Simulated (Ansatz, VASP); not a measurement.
**Al: VASP beside Ansatz**

```xyz
1
Lattice="0.0000 2.0248 2.0248 2.0248 0.0000 2.0248 2.0248 2.0248 0.0000" Properties=species:S:1:pos:R:3 pbc="T T T"
Al    0.0000    0.0000    0.0000
```

Alike in both runs: task single point; functional PBE; k mesh 10 × 10 × 10; occupations gaussian, width 0.1 eV; no spin polarisation.

|  | VASP | Ansatz |
| --- | --- | --- |
| version | VASP 6.6.1 | Ansatz 0.2.0 |
| potentials or method | VASP PAW PBE potentials, release 64 (Al), cutoff 500 eV | plane waves, PAW |
| valence electrons in the cell | 3 | 3 |

|  | VASP | Ansatz | Ansatz less VASP |
| --- | --- | --- | --- |
| gap on the k mesh at the Fermi level (eV) | none | none | - |
| pressure (GPa) | -0.6 | -0.6 | +0.03 |

A gap of «none» marks a metal or a gap that the smearing closes.
